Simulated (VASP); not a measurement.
Wanted: the native input for a VASP 6.6.1 run.

```yaml
Task: single point
Functional: PBE
Potentials_or_basis: VASP PAW PBE potentials, release 64 (Pt)
Cutoff: 520 eV
k_mesh: 8 × 8 × 8
Occupations: gaussian, width 0.1 eV
Spin: no spin polarisation
Dipole_correction: no
Further_INCAR_settings: ALGO = Normal; EDIFF = 1e-06; NBANDS = 17
```

The structure of Pt lies in POSCAR:

```
Pt
1.0
   -2.5103399339      2.5103399339      1.3618437124
    2.5103399339     -2.5103399339      1.3618437124
    2.5103399339      2.5103399339     -1.3618437124
Pt
2
Direct
    0.0000000000      0.0000000000      0.0000000000
    0.7500000000      0.2500000000      0.5000000000
```

These files were run (other wordings do the same):

INCAR

```
ALGO = Normal ; EDIFF = 1E-6
ENCUT = 520 ; GGA = PE
ISIF = 2 ; ISMEAR = 0
LASPH = T ; LCHARG = F
LREAL = F ; LWAVE = F
NBANDS = 17 ; NELM = 60
PREC = Accurate ; SIGMA = 0.1
```

KPOINTS

```
k-points
0
Gamma
  8 8 8
```

Potentials or basis: VASP PAW PBE potentials, release 64 (Pt).

Launch:

```console
$ cat potpaw_PBE.64/Pt/POTCAR > POTCAR
$ mpirun -np 1 vasp_std > vasp.out
```

It gave:

The pressure is -0.5 GPa and the band gap on the k mesh is zero (bands 10 and 11 overlap by 1.57 eV).

Caveat: spin-orbit coupling is left out, which moves the levels of the heavy elements.

Run time: 50 s on 1 thread of AMD EPYC 7R13, with other jobs on the host, peak memory 0.14 GiB.
